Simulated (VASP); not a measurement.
# NaCl (Pm-3m) in VASP: further runs

The runs below take NaCl through single point, with PBE, r2SCAN.

All numbers are computed with VASP 6.6.1; they aren't measurements. Logs are shortened: lines on timing, memory, paths and dates and some standing lists are left out, and cuts for length are marked.

## (1) The cell of the first run

Symmetry: Pm-3m, No. 221, cubic system. Conventional cell: a = 3.531 Å, b = 3.531 Å, c = 3.531 Å, α = 90.00°, β = 90.00°, γ = 90.00°. Na (site symmetry m-3m) has 8 Cl at 3.06 Å and 6 Na at 3.53 Å within 4.0 Å. Within 4.0 Å of Cl (site symmetry m-3m) lie 8 Na at 3.06 Å and 6 Cl at 3.53 Å.

## (2) Single point, PBE (strain +2.1%)

INCAR reads:

```
SYSTEM = NaCl
PREC = Accurate
ENCUT = 520
EDIFF = 1E-6
ISMEAR = -1
SIGMA = 0.02
LREAL = .FALSE.
LASPH = .TRUE.
NELM = 100
ALGO = Normal
ISIF = 2
LWAVE = .FALSE.
LCHARG = .FALSE.
GGA = PE
NBANDS = 14
```

KPOINTS reads:

```
regular mesh
0
G
  8 8 8
  0 0 0
```

POSCAR reads:

```
NaCl
1.0
    3.5308124840      0.0000000000      0.0000000000
    0.0000000000      3.5308124840      0.0000000000
    0.0000000000      0.0000000000      3.5308124840
Na Cl
1 1
Direct
    0.0000000000      0.0000000000      0.0000000000
    0.5000000000      0.5000000000      0.5000000000
```

Potentials or basis: VASP PAW PBE potentials, release 64 (Na_pv, Cl).

On the command line:

```
$ cat potpaw_PBE.64/Na_pv/POTCAR potpaw_PBE.64/Cl/POTCAR > POTCAR
$ mpirun -np 1 vasp_std > vasp.out
```

OUTCAR:

```text
SYSTEM = NaCl
   PREC = Accurate
   ENCUT = 520
   EDIFF = 1E-6
   ISMEAR = -1
   LREAL = .FALSE.
   LASPH = .TRUE.
   NELM = 100
   ISIF = 2
   GGA = PE

 ion  position               nearest neighbor table
   1  0.000  0.000  0.000-
   2  0.500  0.500  0.500-

  LATTYP: Found a simple cubic cell.
 ALAT       =     3.5308124840

  Lattice vectors:

 A1 = (   3.5308124840,   0.0000000000,   0.0000000000)
 A2 = (   0.0000000000,   3.5308124840,   0.0000000000)
 A3 = (   0.0000000000,   0.0000000000,   3.5308124840)

Analysis of symmetry for initial positions (statically):
=====================================================================
 Subroutine PRICEL returns:
 Original cell was already a primitive cell.

 Routine SETGRP: Setting up the symmetry group for a
 simple cubic supercell.

 Subroutine GETGRP returns: Found 48 space group operations
 (whereof 48 operations were pure point group operations)
 out of a pool of 48 trial point group operations.

The static configuration has the point symmetry O_h .

Analysis of symmetry for dynamics (positions and initial velocities):
=====================================================================
 Subroutine PRICEL returns:
 Original cell was already a primitive cell.

 Routine SETGRP: Setting up the symmetry group for a
 simple cubic supercell.

 Subroutine GETGRP returns: Found 48 space group operations
 (whereof 48 operations were pure point group operations)
 out of a pool of 48 trial point group operations.

The dynamic configuration has the point symmetry O_h .

 Subroutine INISYM returns: Found 48 space group operations
 (whereof 48 operations are pure point group operations),
 and found     1 'primitive' translations

----------------------------------------------------------------------------------------

                                     Primitive cell

  volume of cell :      44.0174

  direct lattice vectors                    reciprocal lattice vectors
     3.530812484  0.000000000  0.000000000     0.283220931  0.000000000  0.000000000
     0.000000000  3.530812484  0.000000000     0.000000000  0.283220931  0.000000000
     0.000000000  0.000000000  3.530812484     0.000000000  0.000000000  0.283220931

  length of vectors
     3.530812484  3.530812484  3.530812484     0.283220931  0.283220931  0.283220931

  position of ions in fractional coordinates (direct lattice)
     0.000000000  0.000000000  0.000000000
     0.500000000  0.500000000  0.500000000

[... 79 lines left out ...]
   NSW    =      0    number of steps for IOM
   IBRION =     -1    ionic relax: 0-MD 1-quasi-New 2-CG
   NFREE  =      0    steps in history (QN), initial steepest desc. (CG)
   ISIF   =      2    stress and relaxation
   ISYM   =      2    0-nonsym 1-usesym 2-fastsym
   POTIM  = 0.5000    time-step for ionic-motion
   TEBEG  =    0.0;   TEEND  =   0.0 temperature during run
   PSTRESS=    0.0 pullay stress
   NELECT =      14.0000    total number of electrons
   NUPDOWN=      -1.0000    fix difference up-down
   EMIN   =  10.00;   EMAX   =-10.00  energy-range for DOS
   EFERMI =   0.00;   METHOD = LEGACY
   ISMEAR =    -1;   SIGMA  =   0.02  broadening in eV -4-tet -1-fermi 0-gaus
   EFERMI_NEDOS =   21; number of points for ismear=-14 and -15
   IALGO  =     38    algorithm
   IMIX   =      4    mixing-type and parameters
     AMIX     =   0.40;   BMIX     =  1.00
     AMIX_MAG =   1.60;   BMIX_MAG =  1.00
  volume/ion in A,a.u.               =      22.01       148.52
  Fermi-wavevector in a.u.,A,eV,Ry     =   1.117488  2.111746 16.990675  1.248779
  Thomas-Fermi vector in A             =   2.254111
   LORBIT       =      0    0 simple, 1 ext, 2 COOP (PROOUT), +10 PAW based schemes
   GGA     = PE    functional components
   LHFCALC =     F    Hartree Fock is set to
   AEXX    =    0.0000 exact exchange contribution
   IVDW    =     0    specifies the selected vdW correction
   LEPSILON=     F    determine dielectric tensor
   LRPA    =     F    only Hartree local field effects (RPA)
 non-spin polarized calculation
  energy-cutoff  :      520.00
  volume of cell :       44.02
 maximum number of plane-waves:      1213
 NGX is ok and might be reduce to    28
   NGX = 13   NGY = 13   NGZ = 13

 number of electron      13.9999981 magnetization

 Free energy of the ion-electron system (eV)
  ---------------------------------------------------
  ext. energy  EPLUGINS =         0.00000000
  ---------------------------------------------------
  free energy    TOTEN  =        -6.46739563 eV

  energy without entropy =       -6.46739563  energy(sigma->0) =       -6.46739563

 E-fermi :   0.6941     XC(G=0):  -8.3276

 val. band max:        0.2583991520   @ k =   0.5000   0.5000   0.0000
 cond. band min:       4.1574979162   @ k =   0.0000   0.0000   0.0000
 fundamental gap:      3.8990987643
 Fermi energy:         0.6940860510

 k-point     1 :       0.0000    0.0000    0.0000
  band No.  band energies     occupation
      1     -21.8422      2.00000
      2     -21.8422      2.00000
      3     -21.8422      2.00000
      4     -13.0360      2.00000
      5      -0.2127      2.00000
      6      -0.2127      2.00000
      7      -0.2127      2.00000
      8       4.1575      0.00000
      9       8.8610      0.00000
     10       8.8610      0.00000
     11      15.7177      0.00000
     12      15.7177      0.00000
     13      15.7177      0.00000
     14      16.0842      0.00000
[... 377 lines left out ...]
      1     -21.8716      2.00000
      2     -21.8659      2.00000
      3     -21.8409      2.00000
      4     -12.4547      2.00000
      5      -1.9678      2.00000
      6      -1.6314      2.00000
      7      -0.0961      2.00000
      8       6.3224      0.00000
      9       9.5716      0.00000
     10       9.9381      0.00000
     11      11.2883      0.00000
     12      13.6825      0.00000
     13      13.6883      0.00000
     14      16.4235      0.00000

 [... further k-points ...]
[... 5 lines left out ...]
  --------------------------------------------------------------------------------------
  -------------------------------------------------------------------------------------
  Total       -0.1501170     -0.1501170     -0.1501170     -0.0000000     -0.0000000      0.0000000
  in kB       -5.4640715     -5.4640715     -5.4640715     -0.0000000     -0.0000000      0.0000000
  external PRESSURE =      -5.4640715 kB  Pullay stress =       0.0000000 kB

 VOLUME and BASIS-vectors are now :
 -----------------------------------------------------------------------------
  energy-cutoff  :      520.00
  volume of cell :       44.02
      direct lattice vectors                 reciprocal lattice vectors
     3.530812484  0.000000000  0.000000000     0.283220931  0.000000000  0.000000000
     0.000000000  3.530812484  0.000000000     0.000000000  0.283220931  0.000000000
     0.000000000  0.000000000  3.530812484     0.000000000  0.000000000  0.283220931

 POSITION                                       TOTAL-FORCE (eV/Angst)
 -----------------------------------------------------------------------------------
      0.00000      0.00000      0.00000         0.000000      0.000000      0.000000
      1.76541      1.76541      1.76541         0.000000      0.000000      0.000000
 -----------------------------------------------------------------------------------
    total drift:                               -0.000000      0.000000      0.000000

  FREE ENERGIE OF THE ION-ELECTRON SYSTEM (eV)
  ---------------------------------------------------
  free  energy   TOTEN  =        -6.4673956314 eV

  energy  without entropy=       -6.4673956314  energy(sigma->0) =       -6.46739563
```

Wall time 9.4 s (1 thread of Intel Xeon 6975P-C, shared host); peak memory 0.16 GiB.

Results:

```yaml
Free_energy: -6.4674 eV
Pressure: -0.5 GPa
Band_gap_on_the_k_mesh: 3.90 eV, indirect (least direct gap 4.37 eV)
```

Caveat: the cell differs from its parent crystal (strain +2.1%). A k mesh can miss the band edges.

## (3) Single point, r2SCAN (strain +2.1%)

POSCAR is that of step 2.

INCAR.step1 reads:

```
SYSTEM = NaCl
ALGO = Normal ; EDIFF = 1E-4
ENCUT = 520 ; GGA = PE
ISMEAR = 0 ; LASPH = .True.
LCHARG = .False. ; LREAL = .False.
LWAVE = .True. ; NBANDS = 14
NELM = 80 ; PREC = Accurate
SIGMA = 0.01
```

INCAR.step2 reads:

```
SYSTEM = NaCl
ALGO = Normal ; EDIFF = 1E-6
ENCUT = 520 ; ISIF = 2
ISMEAR = 0 ; ISTART = 1
LASPH = .True. ; LCHARG = .True.
LELF = .True. ; LMIXTAU = .True.
LREAL = .False. ; LVHAR = .True.
LWAVE = .False. ; METAGGA = R2SCAN
NBANDS = 14 ; NELM = 80
PREC = Accurate ; SIGMA = 0.01
```

KPOINTS reads:

```
k-points
0
Gamma
  8 8 8
  0 0 0
```

Potentials or basis: VASP PAW PBE potentials, release 64 (Na_pv, Cl).

On the command line:

```
$ cat potpaw_PBE.64/Na_pv/POTCAR potpaw_PBE.64/Cl/POTCAR > POTCAR
$ cp INCAR.step1 INCAR
$ mpirun -np 1 vasp_std > vasp.out
$ cp INCAR.step2 INCAR
$ mpirun -np 1 vasp_std > vasp.out
```

OUTCAR:

```text
SYSTEM = NaCl
   EDIFF = 1E-6
   ENCUT = 520
   ISIF = 2
   ISMEAR = 0
   ISTART = 1
   LASPH = .True.
   LREAL = .False.
   METAGGA = R2SCAN
   NELM = 80
   PREC = Accurate

 ion  position               nearest neighbor table
   1  0.000  0.000  0.000-
   2  0.500  0.500  0.500-

  LATTYP: Found a simple cubic cell.
 ALAT       =     3.5308124840

  Lattice vectors:

 A1 = (   3.5308124840,   0.0000000000,   0.0000000000)
 A2 = (   0.0000000000,   3.5308124840,   0.0000000000)
 A3 = (   0.0000000000,   0.0000000000,   3.5308124840)

Analysis of symmetry for initial positions (statically):
=====================================================================
 Subroutine PRICEL returns:
 Original cell was already a primitive cell.

 Routine SETGRP: Setting up the symmetry group for a
 simple cubic supercell.

 Subroutine GETGRP returns: Found 48 space group operations
 (whereof 48 operations were pure point group operations)
 out of a pool of 48 trial point group operations.

The static configuration has the point symmetry O_h .

Analysis of symmetry for dynamics (positions and initial velocities):
[... 168 lines left out ...]
  band No.  band energies     occupation
      1     -22.9776      2.00000
      2     -22.9776      2.00000
      3     -22.9776      2.00000
      4     -14.0073      2.00000
      5      -0.6139      2.00000
      6      -0.6139      2.00000
      7      -0.6139      2.00000
      8       4.5981      0.00000
      9       9.0753      0.00000
     10       9.0753      0.00000
     11      16.4562      0.00000
     12      16.4579      0.00000
     13      16.4646      0.00000
     14      16.5806      0.00000
[... 377 lines left out ...]
      1     -23.0048      2.00000
      2     -22.9995      2.00000
      3     -22.9763      2.00000
      4     -13.4095      2.00000
      5      -2.3937      2.00000
      6      -2.0561      2.00000
      7      -0.4912      2.00000
      8       6.6582      0.00000
      9       9.9717      0.00000
     10      10.2983      0.00000
     11      11.6661      0.00000
     12      14.1227      0.00000
     13      14.1561      0.00000
     14      17.2976      0.00000

 [... further k-points ...]
[... 5 lines left out ...]
  --------------------------------------------------------------------------------------
  -------------------------------------------------------------------------------------
  Total       -0.4808674     -0.4808674     -0.4808674     -0.0000000     -0.0000000      0.0000000
  in kB      -17.5029802    -17.5029802    -17.5029802     -0.0000000     -0.0000000      0.0000000
  external PRESSURE =     -17.5029802 kB  Pullay stress =       0.0000000 kB

 VOLUME and BASIS-vectors are now :
 -----------------------------------------------------------------------------
  energy-cutoff  :      520.00
  volume of cell :       44.02
      direct lattice vectors                 reciprocal lattice vectors
     3.530812484  0.000000000  0.000000000     0.283220931  0.000000000  0.000000000
     0.000000000  3.530812484  0.000000000     0.000000000  0.283220931  0.000000000
     0.000000000  0.000000000  3.530812484     0.000000000  0.000000000  0.283220931

 POSITION                                       TOTAL-FORCE (eV/Angst)
 -----------------------------------------------------------------------------------
      0.00000      0.00000      0.00000         0.000000      0.000000      0.000000
      1.76541      1.76541      1.76541         0.000000      0.000000      0.000000
 -----------------------------------------------------------------------------------
    total drift:                               -0.000000      0.000000      0.000000

  FREE ENERGIE OF THE ION-ELECTRON SYSTEM (eV)
  ---------------------------------------------------
  free  energy   TOTEN  =       -13.4488576690 eV

  energy  without entropy=      -13.4488576690  energy(sigma->0) =      -13.44885767
```

OUTCAR.step1:

```text
SYSTEM = NaCl
   EDIFF = 1E-4
   ENCUT = 520
   GGA = PE
   ISMEAR = 0
   LASPH = .True.
   LREAL = .False.
[... 629 lines left out ...]
      0.00000      0.00000      0.00000         0.000000      0.000000      0.000000
      1.76541      1.76541      1.76541         0.000000      0.000000      0.000000
 -----------------------------------------------------------------------------------
    total drift:                               -0.000000      0.000000      0.000000

  FREE ENERGIE OF THE ION-ELECTRON SYSTEM (eV)
  ---------------------------------------------------
  free  energy   TOTEN  =        -6.4673989413 eV

  energy  without entropy=       -6.4673989413  energy(sigma->0) =       -6.46739894
```

It took 50 s on 1 thread of Intel Xeon 6975P-C, shared host; peak memory 0.16 GiB.

What came out:

| Item | Value |
| --- | --- |
| Free energy | -13.4489 eV |
| Pressure | -1.8 GPa |
| Band gap on the k mesh | 4.73 eV, indirect (least direct gap 5.21 eV) |

Levels at points of the mesh, in eV from the valence-band top:
```csv
k point,band 5,band 6,band 7,band 8,band 9,band 10
"(0.00, 0.00, 0.00)",-0.48,-0.48,-0.48,4.73,9.20,9.20
"(0.50, 0.00, 0.00)",-2.85,-0.26,-0.26,7.61,9.36,11.27
"(0.50, 0.50, 0.00)",-2.22,-2.22,0.00,6.25,10.59,11.77
"(0.50, 0.50, 0.50)",-1.82,-1.82,-1.82,7.75,7.75,7.75
```

Caveat: the cell differs from its parent crystal (strain +2.1%); the PAW data sets were made with another functional, which shifts forces and pressure a little. A k mesh can miss the band edges.
